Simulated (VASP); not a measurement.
Write the native input for VASP 6.6.1 that does the following.

```yaml
Task: single point
Functional: PBE
Potentials_or_basis: VASP PAW PBE potentials, release 64 (Ga_d, P, As)
Cutoff: 520 eV
k_mesh: 6 × 6 × 1
Occupations: gaussian, width 0.1 eV
Spin: no spin polarisation
Dipole_correction: no
Further_INCAR_settings: ALGO = Normal; EDIFF = 1e-06; NBANDS = 66
```

The structure of Ga3As2P lies in POSCAR:

```
Ga3As2P
1.0
    3.9925525126     -0.0000000030      0.0000000000
   -1.9962762537      3.4576519033      0.0000000000
    0.0000000000      0.0000000000     19.7378181072
Ga P As
6 2 4
Direct
    0.6666666667      0.3333333333      0.1666949319
    0.6666666667      0.3333333333      0.4967638360
    0.6666666667      0.3333333333      0.8366228382
    0.3333333333      0.6666666667     -0.0032361640
    0.3333333333      0.6666666667      0.3366228382
    0.3333333333      0.6666666667      0.6666949319
    0.6666666667      0.3333333333      0.9581532614
    0.3333333333      0.6666666667      0.4581532614
    0.6666666667      0.3333333333      0.2927064380
    0.6666666667      0.3333333333      0.6230587044
    0.3333333333      0.6666666667      0.1230587044
    0.3333333333      0.6666666667      0.7927064380
```

One way to write it, as run:

INCAR

```
SYSTEM = Ga3As2P
PREC = Accurate
ENCUT = 520
EDIFF = 1E-6
ISMEAR = 0
SIGMA = 0.1
LREAL = .FALSE.
LASPH = .TRUE.
NELM = 60
ALGO = Normal
ISIF = 2
LWAVE = .FALSE.
LCHARG = .TRUE.
GGA = PE
LELF = .TRUE.
LVHAR = .TRUE.
NBANDS = 66
```

KPOINTS

```
Automatic mesh
0
G
  6 6 1
  0 0 0
```

Potentials or basis: VASP PAW PBE potentials, release 64 (Ga_d, P, As).

Launch:

```bash
$ cat potpaw_PBE.64/Ga_d/POTCAR potpaw_PBE.64/P/POTCAR potpaw_PBE.64/As/POTCAR > POTCAR
$ mpirun -np 1 vasp_std > vasp.out
```

Results of the run:

```
Pressure               : 0.1 GPa
Largest force          : 0.015 eV/Å
Band gap on the k mesh : 0.54 eV
```

Caveat: semilocal functionals underestimate gaps, and a narrow one can read as zero.

Wall time 2.8 min on 1 thread of Intel(R) Xeon(R) Platinum 8559C (Emerald Rapids), with other jobs on the host, peak memory 0.39 GiB.
